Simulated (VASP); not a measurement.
**Bi: single point with PBEsol**

Crystal: Bi.

```
Bi
1.0
     4.56332    0.00000    0.00000
     0.00000    4.43399    0.00000
    -0.33891    0.00000    6.37901
Bi
4
Cartesian
  0.8933 1.1085 4.7762
  3.3311 3.3255 1.6028
  1.0560 1.1085 1.5876
  3.1684 3.3255 4.7914
```

| Quantity | Value |
| --- | --- |
| Program | VASP 6.6.1 |
| Task | single point |
| Functional | PBEsol |
| Potentials or basis | VASP PAW PBE potentials, release 64 (Bi_d) |
| Cutoff | 520 eV |
| k mesh | 6 × 6 × 4 |
| Occupations | fermi-dirac, width 0.05 eV |
| Spin | no spin polarisation |

* Pressure: 1.9 GPa
* Largest force: 0.010 eV/Å
* Band gap on the k mesh: zero (band 30 reaches 7.33 eV, above the bottom of band 31 at 6.94 eV)

Forces on the atoms (eV/Å):
```
Bi  -0.009  0.000  0.000
Bi   0.009  0.000  0.000
Bi  -0.010  0.000 -0.001
Bi   0.010  0.000  0.001
```

Stress tensor (GPa, compression positive):
```
1.16 0.00 0.19
0.00 1.73 0.00
0.19 0.00 2.81
```

Levels at points of the mesh, in eV from the Fermi level:
```
           k point  band 26  band 27  band 28  band 29  band 30  band 31  band 32  band 33  band 34  band 35
(0.00, 0.00, 0.00)    -3.51    -3.20    -1.86    -1.32    -1.21     2.55     3.18     3.28     3.45     4.94
(0.50, 0.00, 0.00)    -3.73    -1.02    -1.01    -0.96    -0.93     1.02     1.07     1.20     1.21     4.89
(0.00, 0.50, 0.00)    -3.69    -1.26    -1.26    -1.14    -1.14     0.81     0.81     0.93     0.93     5.03
(0.50, 0.50, 0.00)    -5.38    -3.58    -3.58    -3.15    -3.15     2.54     2.54     5.23     5.23     5.43
(0.00, 0.00, 0.50)    -2.72    -2.41    -2.41    -1.98    -1.97     2.23     2.24     3.33     3.33     4.12
(0.50, 0.00, 0.50)    -0.63    -0.26    -0.26    -0.23    -0.23    -0.06    -0.06    -0.02    -0.02     0.00
(0.00, 0.50, 0.50)    -0.58    -0.58    -0.58    -0.25    -0.25    -0.25    -0.25    -0.17    -0.17    -0.16
(0.50, 0.50, 0.50)    -4.57    -4.57    -4.57     0.15     0.15     0.15     0.15     5.34     5.34     5.34
```

Wall time 95 s on 1 thread of Intel(R) Xeon(R) 6975P-C (Granite Rapids), on a shared host, peak memory 0.35 GiB.

Caveat: the PAW data sets were made with another functional, which shifts forces and pressure a little; spin-orbit coupling is left out, which moves the levels of the heavy elements.
